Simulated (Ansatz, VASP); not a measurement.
**CdS: VASP beside Ansatz**

```xyz
2
Lattice="-0.1957 2.6895 2.6895 2.6895 -0.1957 2.6895 2.6895 2.6895 -0.1957" Properties=species:S:1:pos:R:3 pbc="T T T"
Cd    0.0000    0.0000    0.0000
S     2.5917    2.5917    2.5917
```

Change from the starting cell: epitaxial_111 strain +5.8%.

Alike in both runs: task single point; functional PBE; k mesh 8 × 8 × 8; occupations fermi-dirac, width 0.02 eV; no spin polarisation.

```csv
,VASP,Ansatz
version,VASP 6.6.1,Ansatz 0.2.0
potentials or method,"VASP PAW PBE potentials, release 64 (Cd, S)","plane waves, PAW"
plane-wave cutoff (eV),520,420
valence electrons in the cell,18,26
```

```tsv
	VASP	Ansatz	Ansatz less VASP
pressure (GPa)	-2.4	-2.7	-0.30
traceless stress, the component that is largest in VASP (GPa)	2.03	2.05	+0.022
```

VASP's potentials hold 18 valence electrons a cell and Ansatz's 26, so a difference there can come from the potentials and not from the codes.
